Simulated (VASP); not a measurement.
TiO2, 3 atoms in the cell. The structure is trigonal, space group R-3m (No. 166). The conventional cell has a = 2.798 Å, b = 2.798 Å, c = 16.800 Å, α = 90.00°, β = 90.00°, γ = 120.00°. Within 2.6 Å of Ti (site symmetry -3m) lie 6 O at 1.95 Å. O (site symmetry 3m) has 3 Ti at 1.95 Å within 2.6 Å. 

* Program: VASP 6.6.1
* Task: single point
* Functional: PBE
* Dispersion: D3(BJ)
* Potentials or basis: VASP PAW PBE potentials, release 64 (Ti_sv, O_h)
* Cutoff: 1340 eV
* k mesh: 9 × 9 × 9
* Occupations: gaussian, width 0.05 eV
* Spin: no spin polarisation
* Hubbard terms: Ti d U = 4.0 eV
* Dipole correction: no
* Further INCAR settings: ALGO = Normal; EDIFF = 1e-06; NBANDS = 19

Potentials or basis: VASP PAW PBE potentials, release 64 (Ti_sv, O_h).

The run is started by

```console
$ cat potpaw_PBE.64/Ti_sv/POTCAR potpaw_PBE.64/O_h/POTCAR > POTCAR
$ mpirun -np 1 vasp_std > vasp.out
```

Hardware: 1 thread of Intel(R) Xeon(R) Platinum 8175M CPU @ 2.50GHz (Skylake/Cascade Lake), with other jobs on the host.

Q: Estimate the wall time of this run.

A: Run time: 16 min on 1 thread of Intel(R) Xeon(R) Platinum 8175M CPU @ 2.50GHz (Skylake/Cascade Lake) (shared host), peak memory 0.77 GiB. Counts: scf iterations 14, k points 85.
